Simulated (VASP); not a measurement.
# BN in VASP: a series of runs

The runs below take BN through single point, with PBE+D3(BJ), LDA.

Everything below comes from runs of VASP 6.6.1. Logs are shortened: lines on timing, memory, paths and dates and some standing lists are left out, and cuts for length are marked.

## Step 1: The cell of the first run

The cell holds a slab with vacuum, 8 atoms: a = 2.507 Å, b = 2.507 Å, c = 45.842 Å, α = 90.00°, β = 90.00°, γ = 120.00°.

## Step 2: Single point, PBE+D3(BJ)

INCAR reads:

```
SYSTEM = BN
  ALGO = Normal
  DIPOL = 0.5 0.5 0.500
  EDIFF = 1E-7
  ENCUT = 520
  GGA = PE
  IDIPOL = 3
  ISIF = 2
  ISMEAR = 0
  IVDW = 12
  LASPH = .TRUE.
  LCHARG = .FALSE.
  LDIPOL = .TRUE.
  LREAL = .FALSE.
  LWAVE = .FALSE.
  NBANDS = 26
  NELM = 80
  PREC = Accurate
  SIGMA = 0.01
```

KPOINTS reads:

```
k-points
0
G
  12 12 1
  0 0 0
```

POSCAR reads:

```
BN
1.0
    2.5071210896      0.0000000000      0.0000000000
   -1.2535605448      2.1712305539      0.0000000000
    0.0000000000      0.0000000000     45.8423718534
B N
4 4
Direct
    0.6666666667      0.3333333333      0.3911372135
    0.3333333333      0.6666666667      0.4638427230
    0.6666666667      0.3333333333      0.5361572770
    0.3333333333      0.6666666667      0.6088627865
    0.3333333333      0.6666666667      0.3911009424
    0.6666666667      0.3333333333      0.4638406372
    0.3333333333      0.6666666667      0.5361593628
    0.6666666667      0.3333333333      0.6088990576
```

Potentials or basis: VASP PAW PBE potentials, release 64 (B, N).

The run is started by

```bash
> cat potpaw_PBE.64/B/POTCAR potpaw_PBE.64/N/POTCAR > POTCAR
> mpirun -np 1 vasp_std > vasp.out
```

OUTCAR:

```text
SYSTEM = BN
   EDIFF = 1E-7
   ENCUT = 520
   GGA = PE
   ISIF = 2
   ISMEAR = 0
   IVDW = 12
   LASPH = .TRUE.
   LREAL = .FALSE.
   NELM = 80
   PREC = Accurate
 IVDW          = 12

 ion  position               nearest neighbor table
   1  0.667  0.333  0.391-   5 1.45   5 1.45   5 1.45
   2  0.333  0.667  0.464-   6 1.45   6 1.45   6 1.45
   3  0.667  0.333  0.536-   7 1.45   7 1.45   7 1.45
   4  0.333  0.667  0.609-   8 1.45   8 1.45   8 1.45
   5  0.333  0.667  0.391-   1 1.45   1 1.45   1 1.45
   6  0.667  0.333  0.464-   2 1.45   2 1.45   2 1.45
   7  0.333  0.667  0.536-   3 1.45   3 1.45   3 1.45
   8  0.667  0.333  0.609-   4 1.45   4 1.45   4 1.45

  LATTYP: Found a hexagonal cell.
 ALAT       =     2.5071210896
 C/A-ratio  =    18.2848654752

  Lattice vectors:

 A1 = (   2.5071210896,   0.0000000000,   0.0000000000)
 A2 = (  -1.2535605448,   2.1712305539,   0.0000000000)
 A3 = (   0.0000000000,   0.0000000000,  45.8423718534)

Analysis of symmetry for initial positions (statically):
=====================================================================
 Subroutine PRICEL returns:
 Original cell was already a primitive cell.

 Routine SETGRP: Setting up the symmetry group for a
 hexagonal supercell.

 Subroutine GETGRP returns: Found 12 space group operations
 (whereof 12 operations were pure point group operations)
 out of a pool of 24 trial point group operations.

The static configuration has the point symmetry D_3d.

Analysis of symmetry for dynamics (positions and initial velocities):
=====================================================================
 Subroutine PRICEL returns:
 Original cell was already a primitive cell.

 Routine SETGRP: Setting up the symmetry group for a
 hexagonal supercell.

 Subroutine GETGRP returns: Found 12 space group operations
 (whereof 12 operations were pure point group operations)
 out of a pool of 24 trial point group operations.

The dynamic configuration has the point symmetry D_3d.

 Subroutine INISYM returns: Found 12 space group operations
 (whereof 12 operations are pure point group operations),
 and found     1 'primitive' translations

----------------------------------------------------------------------------------------

                                     Primitive cell

  volume of cell :     249.5447

  direct lattice vectors                    reciprocal lattice vectors
     2.507121090  0.000000000  0.000000000     0.398863862  0.230284158  0.000000000
    -1.253560545  2.171230554  0.000000000     0.000000000  0.460568316  0.000000000
     0.000000000  0.000000000 45.842371853     0.000000000  0.000000000  0.021813880

  length of vectors
     2.507121090  2.507121090 45.842371853     0.460568316  0.460568316  0.021813880

  position of ions in fractional coordinates (direct lattice)
     0.666666667  0.333333333  0.391137214
     0.333333333  0.666666667  0.463842723
     0.666666667  0.333333333  0.536157277
     0.333333333  0.666666667  0.608862786
     0.333333333  0.666666667  0.391100942
     0.666666667  0.333333333  0.463840637
     0.333333333  0.666666667  0.536159363
     0.666666667  0.333333333  0.608899058

  ion indices of the primitive-cell ions
   primitive index   ion index
                 1           1
                 2           2
                 3           3
                 4           4
                 5           5
                 6           6
                 7           7
                 8           8

----------------------------------------------------------------------------------------

 KPOINTS: k-points

Automatic generation of k-mesh.
 Grid dimensions read from file:
 generate k-points for:   12   12    1

 Generating k-lattice:

  Cartesian coordinates                     Fractional coordinates (reciprocal lattice)
     0.033238655  0.019190347  0.000000000     0.083333333  0.000000000  0.000000000
     0.000000000  0.038380693  0.000000000     0.000000000  0.083333333  0.000000000
     0.000000000  0.000000000  0.021813880     0.000000000  0.000000000  1.000000000

  Length of vectors
     0.038380693  0.038380693  0.021813880

  Shift w.r.t. Gamma in fractional coordinates (k-lattice)
     0.000000000  0.000000000  0.000000000

 Subroutine IBZKPT returns following result:
 ===========================================

 Found     19 irreducible k-points:

 Following reciprocal coordinates:
            Coordinates               Weight
  0.000000  0.000000  0.000000      1.000000
  0.083333 -0.000000  0.000000      6.000000
  0.166667 -0.000000  0.000000      6.000000
  0.250000  0.000000  0.000000      6.000000
  0.333333 -0.000000  0.000000      6.000000
  0.416667  0.000000  0.000000      6.000000
[... 11 lines left out ...]
  0.333333  0.250000  0.000000     12.000000
  0.333333  0.333333  0.000000      2.000000
   k-points           NKPTS =     19   k-points in BZ     NKDIM =     19   number of bands    NBANDS=     26
   number of dos      NEDOS =    301   number of ions     NIONS =      8
   total plane-waves  NPLWV = 140000
   dimension x,y,z NGX =    20 NGY =   20 NGZ =  350
   dimension x,y,z NGXF=    40 NGYF=   40 NGZF=  700
   ions per type =               4   4
   NGX,Y,Z   is equivalent  to a cutoff of  13.26, 13.26, 12.69 a.u.
   NGXF,Y,Z  is equivalent  to a cutoff of  26.52, 26.52, 25.39 a.u.
 SYSTEM =  BN
   PREC   = accura    normal or accurate (medium, high low for compatibility)
   ISTART =      0    job   : 0-new  1-cont  2-samecut
   ICHARG =      2    charge: 1-file 2-atom 10-const
   ISPIN  =      1    spin polarized calculation?
   LNONCOLLINEAR =      F non collinear calculations
   LSORBIT =      F    spin-orbit coupling
   LASPH  =      T    aspherical Exc in radial PAW
   ENCUT  =  520.0 eV  38.22 Ry    6.18 a.u.   4.66  4.66 85.24*2*pi/ulx,y,z
   NELM   =     80;   NELMIN=  2; NELMDL= -5     # of ELM steps
   EDIFF  = 0.1E-06   stopping-criterion for ELM
   LREAL  =      F    real-space projection
   EDIFFG = 0.1E-05   stopping-criterion for IOM
   NSW    =      0    number of steps for IOM
   IBRION =     -1    ionic relax: 0-MD 1-quasi-New 2-CG
   NFREE  =      0    steps in history (QN), initial steepest desc. (CG)
   ISIF   =      2    stress and relaxation
   ISYM   =      2    0-nonsym 1-usesym 2-fastsym
   POTIM  = 0.5000    time-step for ionic-motion
   TEBEG  =    0.0;   TEEND  =   0.0 temperature during run
   PSTRESS=    0.0 pullay stress
   NELECT =      32.0000    total number of electrons
   NUPDOWN=      -1.0000    fix difference up-down
   EMIN   =  10.00;   EMAX   =-10.00  energy-range for DOS
   EFERMI =   0.00;   METHOD = LEGACY
   ISMEAR =     0;   SIGMA  =   0.01  broadening in eV -4-tet -1-fermi 0-gaus
   EFERMI_NEDOS =   21; number of points for ismear=-14 and -15
   IALGO  =     38    algorithm
   IMIX   =      4    mixing-type and parameters
     AMIX     =   0.40;   BMIX     =  1.00
     AMIX_MAG =   1.60;   BMIX_MAG =  1.00
  volume/ion in A,a.u.               =      31.19       210.50
  Fermi-wavevector in a.u.,A,eV,Ry     =   0.825547  1.560058  9.272760  0.681529
  Thomas-Fermi vector in A             =   1.937425
   LORBIT       =      0    0 simple, 1 ext, 2 COOP (PROOUT), +10 PAW based schemes
   GGA     = PE    functional components
   LHFCALC =     F    Hartree Fock is set to
   AEXX    =    0.0000 exact exchange contribution
   IVDW    =    12    specifies the selected vdW correction
   LEPSILON=     F    determine dielectric tensor
   LRPA    =     F    only Hartree local field effects (RPA)
 non-spin polarized calculation
 Gauss-broadening in eV      SIGMA  =   0.01
  energy-cutoff  :      520.00
  volume of cell :      249.54
 maximum number of plane-waves:      6795
 NGX is ok and might be reduce to    20
   NGX =  9   NGY =  9   NGZ =171

 dipolmoment           0.000000      0.000000      0.000000 electrons x Angstroem

 number of electron      31.9999999 magnetization

 dipolmoment           0.000000      0.000000     -0.000000 electrons x Angstroem

 Free energy of the ion-electron system (eV)
  ---------------------------------------------------
  ext. energy  EPLUGINS =         0.00000000
  ---------------------------------------------------
  free energy    TOTEN  =       -70.33442754 eV

  energy without entropy =      -70.33442754  energy(sigma->0) =      -70.33442754

 E-fermi :  -3.4559     XC(G=0):  -3.1207

 val. band max:       -3.5045618622   @ k =   0.3333   0.3333   0.0000
 cond. band min:       0.8144553558   @ k =   0.5000   0.0000   0.0000
 fundamental gap:      4.3190172181
 Fermi energy:        -3.4558747725

 k-point     1 :       0.0000    0.0000    0.0000
  band No.  band energies     occupation
      1     -21.2688      2.00000
      2     -21.1842      2.00000
      3     -21.0956      2.00000
      4     -21.0311      2.00000
      5      -9.5376      2.00000
      6      -9.0480      2.00000
[... 18 lines left out ...]
     25       3.6166      0.00000
     26       4.2646      0.00000

 k-point     2 :       0.0833   -0.0000    0.0000
  band No.  band energies     occupation
      1     -21.1336      2.00000
      2     -21.0501      2.00000
      3     -20.9629      2.00000
      4     -20.8996      2.00000
      5      -9.3530      2.00000
      6      -8.8674      2.00000
[... 18 lines left out ...]
     25       3.8343      0.00000
[... 463 lines left out ...]
     25       9.1172      0.00000
     26       9.8584      0.00000

 k-point    19 :       0.3333    0.3333    0.0000
  band No.  band energies     occupation
      1     -17.4992      2.00000
      2     -17.4992      2.00000
      3     -17.4754      2.00000
      4     -17.4754      2.00000
      5     -11.4554      2.00000
      6     -11.4040      2.00000
[... 18 lines left out ...]
     25       9.7840      0.00000
     26      10.1012      0.00000

------------------------ aborting loop because EDIFF is reached ----------------------------------------

 vacuum level on the upper side and lower side of the slab       (xc-potential included)        -0.083        -0.083

 Edisp (eV)   -0.98215

 E8    (eV) :    -0.2952

  FORCE on cell =-STRESS in cart. coord.  units (eV):
  Direction    XX          YY          ZZ          XY          YZ          ZX
  --------------------------------------------------------------------------------------
  -------------------------------------------------------------------------------------
  Total       0.07665     0.07665    -0.06590     0.00000     0.00000    -0.00000
  in kB       0.49214     0.49214    -0.42310     0.00000     0.00000    -0.00000
  external pressure =        0.19 kB  Pullay stress =        0.00 kB

 VOLUME and BASIS-vectors are now :
 -----------------------------------------------------------------------------
  energy-cutoff  :      520.00
  volume of cell :      249.54
      direct lattice vectors                 reciprocal lattice vectors
     2.507121090  0.000000000  0.000000000     0.398863862  0.230284158  0.000000000
    -1.253560545  2.171230554  0.000000000     0.000000000  0.460568316  0.000000000
     0.000000000  0.000000000 45.842371853     0.000000000  0.000000000  0.021813880

 POSITION                                       TOTAL-FORCE (eV/Angst)
 -----------------------------------------------------------------------------------
      1.25356      0.72374     17.93066         0.000000     -0.000000     -0.000662
     -0.00000      1.44749     21.26365        -0.000000      0.000000     -0.000076
      1.25356      0.72374     24.57872         0.000000     -0.000000      0.000076
     -0.00000      1.44749     27.91171        -0.000000      0.000000      0.000662
     -0.00000      1.44749     17.92899         0.000000     -0.000000     -0.000298
      1.25356      0.72374     21.26355        -0.000000      0.000000     -0.000477
     -0.00000      1.44749     24.57882         0.000000     -0.000000      0.000477
      1.25356      0.72374     27.91338        -0.000000      0.000000      0.000298
 -----------------------------------------------------------------------------------
    total drift:                                0.000000     -0.000000      0.000000

  FREE ENERGIE OF THE ION-ELECTRON SYSTEM (eV)
  ---------------------------------------------------
  free  energy   TOTEN  =       -71.3165793525 eV

  energy  without entropy=      -71.3165793525  energy(sigma->0) =      -71.31657935

 vacuum level on the upper side and lower side of the slab         2.299         2.299
```

Run time: 3.9 min. Hardware: 1 thread of AMD EPYC 7R13 (Zen 3), shared host; peak memory 0.37 GiB.

Results:

```yaml
Free_energy: -71.3166 eV
Band_gap_on_the_k_mesh: 4.32 eV, indirect (least direct gap 4.67 eV)
Dispersion_energy_per_atom: -0.123 eV
```

Levels at points of the mesh, in eV from the valence-band top:
```csv
k point,band 12,band 13,band 14,band 15,band 16,band 17,band 18,band 19,band 20,band 21
"(0.00, 0.00, 0.00)",-1.33,-1.32,-1.32,-1.31,-1.31,4.92,5.07,5.85,6.00,6.00
"(0.50, 0.00, 0.00)",-4.09,-1.34,-1.06,-0.75,-0.52,4.32,4.57,4.98,5.42,9.56
```

(Part 1 of 2 ends here.)
